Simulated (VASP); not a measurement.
# BaTiO3 (Pm) in VASP: single point with r2SCAN

Aim: the single point of BaTiO3 with r2SCAN.

All numbers are computed with VASP 6.6.1; they aren't measurements. Logs are shortened: lines on timing, memory, paths and dates and some standing lists are left out, and cuts for length are marked.

## Step 1: The cell of the first run

It takes space group Pm (No. 6, monoclinic). Conventional cell: a = 3.994 Å, b = 3.994 Å, c = 12.042 Å, α = 90.00°, β = 95.71°, γ = 90.00°. Ba (site symmetry m) has 11 O at 2.15 to 3.07 Å and 2 Ti at 2.94 Å within 3.1 Å. Within 3.7 Å of Ba (site symmetry m) lie 12 O at 2.82 Å and 8 Ti at 3.46 Å. Within 3.7 Å of Ba (site symmetry m) lie 12 O at 2.82 Å and 8 Ti at 3.46 Å. Within 2.6 Å of Ti (site symmetry m) lie 6 O at 2.00 to 2.33 Å. Ti (site symmetry m) has 6 O at 2.00 Å within 2.6 Å. Within 2.6 Å of Ti (site symmetry m) lie 6 O at 2.00 Å. Within 2.6 Å of O (site symmetry m) lie 2 Ti at 2.00 Å. O (site symmetry m) has 2 Ti at 2.00 Å within 2.6 Å.

## Step 2: Single point, r2SCAN (the part above a cut slid along it)

Input file POSCAR:

```
BaTiO3
1.0
   -3.9939696152      0.0000000000      0.0000000000
    0.0000000000     -3.9939696152      0.0000000000
   -1.1981908846      0.0000000000     11.9823115418
Ba Ti O
3 3 9
Direct
   -0.2749950000      1.0000000000      0.9166500000
   -0.0749950000      1.0000000000      0.2499833333
   -0.1749950000      1.0000000000      0.5833166667
    0.4750050000      0.5000000000      0.0833166667
    0.3750050000      0.5000000000      0.4166500000
    0.2750050000      0.5000000000      0.7499833333
    0.4250050000      0.5000000000      0.2499833333
    0.3250050000      0.5000000000      0.5833166667
    0.2250050000      0.5000000000      0.9166500000
    0.4750050000      0.0000000000      0.0833166667
    0.3750050000      0.0000000000      0.4166500000
    0.2750050000      0.0000000000      0.7499833333
    0.9750050000      0.5000000000      0.0833166667
    0.8750050000      0.5000000000      0.4166500000
    0.7750050000      0.5000000000      0.7499833333
```

Input file INCAR.step1:

```
  PREC = Accurate
  ENCUT = 520
  ISMEAR = 0
  SIGMA = 0.05
  LREAL = Auto
  LASPH = T
  NELM = 60
  NBANDS = 73
  GGA = PE
  ALGO = Normal
  EDIFF = 1E-4
  LWAVE = T
  LCHARG = F
```

Input file INCAR.step2:

```
  PREC = Accurate
  ENCUT = 520
  EDIFF = 1E-6
  ISMEAR = 0
  SIGMA = 0.05
  LREAL = Auto
  LASPH = T
  NELM = 60
  ALGO = Normal
  ISIF = 2
  LWAVE = F
  LCHARG = F
  METAGGA = R2SCAN
  LMIXTAU = T
  NBANDS = 73
  ISTART = 1
```

Input file KPOINTS:

```
regular mesh
0
Gamma
  7 7 3
```

Potentials or basis: VASP PAW PBE potentials, release 64 (Ba_sv, Ti_sv, O).

Command:

```bash
> cat potpaw_PBE.64/Ba_sv/POTCAR potpaw_PBE.64/Ti_sv/POTCAR potpaw_PBE.64/O/POTCAR > POTCAR
> cp INCAR.step1 INCAR
> mpirun -np 1 vasp_std > vasp.out
> cp INCAR.step2 INCAR
> mpirun -np 1 vasp_std > vasp.out
```

OUTCAR:

```text
PREC = Accurate
   ENCUT = 520
   EDIFF = 1E-6
   ISMEAR = 0
   LREAL = Auto
   LASPH = T
   NELM = 60
   ISIF = 2
   METAGGA = R2SCAN
   ISTART = 1

 ion  position               nearest neighbor table
   1  0.725  0.000  0.917-  10 2.15   9 2.82   9 2.82   9 2.82   9 2.82  12 2.82  15 2.82  15 2.82
                            12 2.82   4 2.94   4 2.94  13 3.07  13 3.07   6 3.46   6 3.46   6 3.46
   2  0.925  0.000  0.250-   7 2.82   7 2.82   7 2.82   7 2.82  10 2.82  13 2.82  13 2.82  10 2.82
                            11 2.82  14 2.82  14 2.82  11 2.82   4 3.46   4 3.46   4 3.46   4 3.46
   3  0.825  0.000  0.583-   8 2.82   8 2.82   8 2.82   8 2.82  12 2.82  15 2.82  15 2.82  12 2.82
                            11 2.82  14 2.82  14 2.82  11 2.82   6 3.46   6 3.46   6 3.46   6 3.46
   4  0.475  0.500  0.083-  10 2.00  13 2.00  10 2.00  13 2.00   7 2.00   9 2.33   1 2.94   1 2.94
                             2 3.46   2 3.46   2 3.46   2 3.46
   5  0.375  0.500  0.417-  11 2.00  14 2.00  11 2.00  14 2.00   7 2.00   8 2.00   2 3.46   2 3.46
                             3 3.46   3 3.46   2 3.46   2 3.46   3 3.46   3 3.46
   6  0.275  0.500  0.750-  12 2.00  15 2.00  12 2.00  15 2.00   8 2.00   9 2.00   3 3.46   3 3.46
                             3 3.46   3 3.46   1 3.46   1 3.46   1 3.46   1 3.46
   7  0.425  0.500  0.250-   4 2.00   5 2.00   2 2.82   2 2.82   2 2.82   2 2.82
   8  0.325  0.500  0.583-   6 2.00   5 2.00   3 2.82   3 2.82   3 2.82   3 2.82
   9  0.225  0.500  0.917-   6 2.00   4 2.33   1 2.82   1 2.82   1 2.82   1 2.82
  10  0.475  0.000  0.083-   4 2.00   4 2.00   1 2.15   2 2.82   2 2.82
  11  0.375  0.000  0.417-   5 2.00   5 2.00   2 2.82   3 2.82   2 2.82   3 2.82
  12  0.275  0.000  0.750-   6 2.00   6 2.00   3 2.82   3 2.82   1 2.82   1 2.82
  13  0.975  0.500  0.083-   4 2.00   4 2.00   2 2.82   2 2.82   1 3.07   1 3.07
  14  0.875  0.500  0.417-   5 2.00   5 2.00   2 2.82   2 2.82   3 2.82   3 2.82
  15  0.775  0.500  0.750-   6 2.00   6 2.00   3 2.82   3 2.82   1 2.82   1 2.82

  LATTYP: Found a simple monoclinic cell.
 ALAT       =     3.9939696152
 B/A-ratio  =     1.0000000000
 C/A-ratio  =     3.0150630120
 COS(beta)  =    -0.0995004081

  Lattice vectors:

 A1 = (  -3.9939696152,   0.0000000000,   0.0000000000)
 A2 = (   0.0000000000,   3.9939696152,   0.0000000000)
 A3 = (   1.1981908846,   0.0000000000, -11.9823115418)

Analysis of symmetry for initial positions (statically):
=====================================================================
 Subroutine PRICEL returns:
 Original cell was already a primitive cell.

 Routine SETGRP: Setting up the symmetry group for a
 simple monoclinic supercell.

 Subroutine GETGRP returns: Found  2 space group operations
 (whereof  2 operations were pure point group operations)
 out of a pool of  4 trial point group operations.

The static configuration has the point symmetry C_1h.

Analysis of symmetry for dynamics (positions and initial velocities):
=====================================================================
 Subroutine PRICEL returns:
 Original cell was already a primitive cell.

 Routine SETGRP: Setting up the symmetry group for a
 simple monoclinic supercell.

 Subroutine GETGRP returns: Found  2 space group operations
 (whereof  2 operations were pure point group operations)
 out of a pool of  4 trial point group operations.

The dynamic configuration has the point symmetry C_1h.

 Subroutine INISYM returns: Found  2 space group operations
 (whereof  2 operations are pure point group operations),
 and found     1 'primitive' translations

----------------------------------------------------------------------------------------

                                     Primitive cell

  volume of cell :     191.1394

  direct lattice vectors                    reciprocal lattice vectors
    -3.993969615  0.000000000  0.000000000    -0.250377468  0.000000000 -0.025036905
     0.000000000 -3.993969615  0.000000000     0.000000000 -0.250377468  0.000000000
    -1.198190885  0.000000000 11.982311542     0.000000000  0.000000000  0.083456351

  length of vectors
     3.993969615  3.993969615 12.042070058     0.251626158  0.250377468  0.083456351

  position of ions in fractional coordinates (direct lattice)
     0.725005000  0.000000000  0.916650000
     0.925005000  0.000000000  0.249983333
     0.825005000  0.000000000  0.583316667
     0.475005000  0.500000000  0.083316667
     0.375005000  0.500000000  0.416650000
     0.275005000  0.500000000  0.749983333
     0.425005000  0.500000000  0.249983333
     0.325005000  0.500000000  0.583316667
     0.225005000  0.500000000  0.916650000
     0.475005000  0.000000000  0.083316667
     0.375005000  0.000000000  0.416650000
     0.275005000  0.000000000  0.749983333
     0.975005000  0.500000000  0.083316667
     0.875005000  0.500000000  0.416650000
     0.775005000  0.500000000  0.749983333

  ion indices of the primitive-cell ions
   primitive index   ion index
                 1           1
                 2           2
                 3           3
                 4           4
                 5           5
                 6           6
                 7           7
                 8           8
                 9           9
                10          10
                11          11
                12          12
                13          13
                14          14
                15          15

----------------------------------------------------------------------------------------

 KPOINTS: regular mesh

Automatic generation of k-mesh.
 Grid dimensions read from file:
 generate k-points for:    7    7    3

 Generating k-lattice:

  Cartesian coordinates                     Fractional coordinates (reciprocal lattice)
    -0.035768210  0.000000000 -0.003576701     0.142857143  0.000000000 -0.000000000
     0.000000000 -0.035768210  0.000000000     0.000000000  0.142857143  0.000000000
     0.000000000  0.000000000  0.027818784     0.000000000  0.000000000  0.333333333

  Length of vectors
     0.035946594  0.035768210  0.027818784

  Shift w.r.t. Gamma in fractional coordinates (k-lattice)
     0.000000000  0.000000000  0.000000000

 Subroutine IBZKPT returns following result:
 ===========================================

 Found     44 irreducible k-points:

 Following reciprocal coordinates:
            Coordinates               Weight
  0.000000  0.000000  0.000000      1.000000
  0.142857  0.000000 -0.000000      2.000000
  0.285714  0.000000 -0.000000      2.000000
  0.428571  0.000000  0.000000      2.000000
  0.000000  0.142857  0.000000      2.000000
  0.142857  0.142857 -0.000000      4.000000
[... 16 lines left out ...]
 -0.142857  0.000000  0.333333      2.000000
  0.000000  0.142857  0.333333      4.000000
 [... further k-points ...]
   k-points           NKPTS =     44   k-points in BZ     NKDIM =     44   number of bands    NBANDS=     73
   number of dos      NEDOS =    301   number of ions     NIONS =     15
   total plane-waves  NPLWV =  81000
   dimension x,y,z NGX =    30 NGY =   30 NGZ =   90
   dimension x,y,z NGXF=    60 NGYF=   60 NGZF=  180
   ions per type =               3   3   9
   NGX,Y,Z   is equivalent  to a cutoff of  12.49, 12.49, 12.42 a.u.
   NGXF,Y,Z  is equivalent  to a cutoff of  24.97, 24.97, 24.85 a.u.
 SYSTEM =  unknown system
   PREC   = accura    normal or accurate (medium, high low for compatibility)
   ISTART =      1    job   : 0-new  1-cont  2-samecut
   ICHARG =      0    charge: 1-file 2-atom 10-const
   ISPIN  =      1    spin polarized calculation?
   LNONCOLLINEAR =      F non collinear calculations
   LSORBIT =      F    spin-orbit coupling
   LASPH  =      T    aspherical Exc in radial PAW
   ENCUT  =  520.0 eV  38.22 Ry    6.18 a.u.   7.43  7.43 22.39*2*pi/ulx,y,z
   NELM   =     60;   NELMIN=  2; NELMDL=  0     # of ELM steps
   EDIFF  = 0.1E-05   stopping-criterion for ELM
   LREAL  =      T    real-space projection
   EDIFFG = 0.1E-04   stopping-criterion for IOM
   NSW    =      0    number of steps for IOM
[... 5 lines left out ...]
   TEBEG  =    0.0;   TEEND  =   0.0 temperature during run
   PSTRESS=    0.0 pullay stress
   NELECT =     120.0000    total number of electrons
   NUPDOWN=      -1.0000    fix difference up-down
   EMIN   =  10.00;   EMAX   =-10.00  energy-range for DOS
   EFERMI =   0.00;   METHOD = LEGACY
   ISMEAR =     0;   SIGMA  =   0.05  broadening in eV -4-tet -1-fermi 0-gaus
   EFERMI_NEDOS =   21; number of points for ismear=-14 and -15
   IALGO  =     38    algorithm
   IMIX   =      4    mixing-type and parameters
     AMIX     =   0.40;   BMIX     =  1.00
     AMIX_MAG =   1.60;   BMIX_MAG =  1.00
  volume/ion in A,a.u.               =      12.74        85.99
  Fermi-wavevector in a.u.,A,eV,Ry     =   1.401797  2.649013 26.735932  1.965036
  Thomas-Fermi vector in A             =   2.524623
   LORBIT       =      0    0 simple, 1 ext, 2 COOP (PROOUT), +10 PAW based schemes
   METAGGA = R2SCAN    functional components
   LHFCALC =     F    Hartree Fock is set to
   AEXX    =    0.0000 exact exchange contribution
   IVDW    =     0    specifies the selected vdW correction
   LEPSILON=     F    determine dielectric tensor
   LRPA    =     F    only Hartree local field effects (RPA)
 non-spin polarized calculation
 Gauss-broadening in eV      SIGMA  =   0.05
  energy-cutoff  :      520.00
  volume of cell :      191.14
 maximum number of plane-waves:      5191
 NGX is ok and might be reduce to    30
   NGX = 15   NGY = 15   NGZ = 45

 number of electron     119.9999953 magnetization

 Free energy of the ion-electron system (eV)
  ---------------------------------------------------
  ext. energy  EPLUGINS =         0.00000000
  ---------------------------------------------------
  free energy    TOTEN  =      -218.45908711 eV

  energy without entropy =     -218.45908711  energy(sigma->0) =     -218.45908711

 E-fermi :   4.6489     XC(G=0): -11.9412

 val. band max:        4.2911823777   @ k =   0.0000   0.0000   0.0000
 cond. band min:       5.1719762816   @ k =   0.0000   0.0000   0.0000
 fundamental gap:      0.8807939039
 Fermi energy:         4.6489050792

 k-point     1 :       0.0000    0.0000    0.0000
  band No.  band energies     occupation
      1     -55.8255      2.00000
      2     -55.3170      2.00000
      3     -54.7570      2.00000
      4     -31.0891      2.00000
      5     -31.0784      2.00000
      6     -30.8491      2.00000
[... 64 lines left out ...]
     71       7.5798      0.00000
     72       7.7557      0.00000

 k-point     2 :       0.1429    0.0000   -0.0000
  band No.  band energies     occupation
      1     -55.8253      2.00000
      2     -55.3168      2.00000
      3     -54.7568      2.00000
      4     -31.0887      2.00000
      5     -31.0793      2.00000
      6     -30.8585      2.00000
[... 1642 lines left out ...]
 k-point    24 :       0.0000    0.1429    0.3333
  band No.  band energies     occupation
      1     -55.8252      2.00000
      2     -55.3168      2.00000
      3     -54.7568      2.00000
      4     -31.1024      2.00000
      5     -31.0773      2.00000
      6     -30.8487      2.00000
[... 64 lines left out ...]
     71       7.8101      0.00000
     72       8.1255      0.00000

 [... further k-points ...]

 [bands above 72 left out]

------------------------ aborting loop because EDIFF is reached ----------------------------------------

  FORCE on cell =-STRESS in cart. coord.  units (eV):
  Direction    XX          YY          ZZ          XY          YZ          ZX
  --------------------------------------------------------------------------------------
  -------------------------------------------------------------------------------------
  Total       -0.8443656      4.7377751     18.2117591      0.0000000      0.0000000     13.5243387
  in kB       -7.0776814     39.7132022    152.6554663      0.0000000      0.0000000    113.3643500
  external PRESSURE =      61.7636623 kB  Pullay stress =       0.0000000 kB

 VOLUME and BASIS-vectors are now :
 -----------------------------------------------------------------------------
  energy-cutoff  :      520.00
  volume of cell :      191.14
      direct lattice vectors                 reciprocal lattice vectors
    -3.993969615  0.000000000  0.000000000    -0.250377468  0.000000000 -0.025036905
     0.000000000 -3.993969615  0.000000000     0.000000000 -0.250377468  0.000000000
    -1.198190885  0.000000000 11.982311542     0.000000000  0.000000000  0.083456351

 POSITION                                       TOTAL-FORCE (eV/Angst)
 -----------------------------------------------------------------------------------
     -3.99397      0.00000     10.98359        -3.272335      0.000000     -7.070954
     -3.99397      0.00000      2.99538        -0.031602      0.000000      0.111969
     -3.99397      0.00000      6.98948        -0.003200      0.000000      0.313614
     -1.99698     -1.99698      0.99833         1.359283      0.000000      2.875119
     -1.99698     -1.99698      4.99243        -0.003186      0.000000      0.982988
     -1.99698     -1.99698      8.98653         0.039383      0.000000      0.993597
     -1.99698     -1.99698      2.99538         0.214672      0.000000     -1.052047
     -1.99698     -1.99698      6.98948        -0.048267      0.000000     -0.873375
     -1.99698     -1.99698     10.98359        -2.593255      0.000000     -1.927811
     -1.99698      0.00000      0.99833         1.880048      0.000000      4.423496
     -1.99698      0.00000      4.99243         0.003080      0.000000     -0.272412
     -1.99698      0.00000      8.98653        -0.170852      0.000000     -0.246129
     -3.99397     -1.99698      0.99833         2.724043      0.000000      1.992152
     -3.99397     -1.99698      4.99243         0.014812      0.000000     -0.215609
     -3.99397     -1.99698      8.98653        -0.112626      0.000000     -0.034599
 -----------------------------------------------------------------------------------
    total drift:                                0.013432     -0.000000     -0.003347

  FREE ENERGIE OF THE ION-ELECTRON SYSTEM (eV)
  ---------------------------------------------------
  free  energy   TOTEN  =      -218.4590871082 eV

  energy  without entropy=     -218.4590871082  energy(sigma->0) =     -218.45908711
```

Wall time 32 min (1 thread of Oxide Virtual Turin-like, shared host); peak memory 0.51 GiB.

Results:

| Property | Result |
| --- | --- |
| Free energy | -218.4591 eV |
| Pressure | 6.2 GPa |
| Largest force | 7.791 eV/Å |
| Band gap on the k mesh | 0.88 eV |

Forces on the atoms (eV/Å):
```
Ba  -3.272  0.000 -7.071
Ba  -0.032  0.000  0.112
Ba  -0.003  0.000  0.314
Ti   1.359  0.000  2.875
Ti  -0.003  0.000  0.983
Ti   0.039  0.000  0.994
O    0.215  0.000 -1.052
O   -0.048  0.000 -0.873
O   -2.593  0.000 -1.928
O    1.880  0.000  4.423
O    0.003  0.000 -0.272
O   -0.171  0.000 -0.246
O    2.724  0.000  1.992
O    0.015  0.000 -0.216
O   -0.113  0.000 -0.035
```

Stress tensor (GPa, compression positive):
```
-0.71  0.00 11.34
 0.00  3.97  0.00
11.34  0.00 15.27
```

Levels at points of the mesh, in eV from the valence-band top:
```tsv
k point	band 56	band 57	band 58	band 59	band 60	band 61	band 62	band 63	band 64	band 65
(0.00, 0.00, 0.00)	-1.23	-1.22	-0.78	-0.69	0.00	0.88	1.16	1.35	1.47	1.98
```

Caveat: the cell differs from its parent crystal (the part above a cut slid along it); the stress differs along the axes, from -1 to 15 GPa; the PAW data sets were made with another functional, which shifts forces and pressure a little; spin-orbit coupling is left out, which moves the levels of the heavy elements.
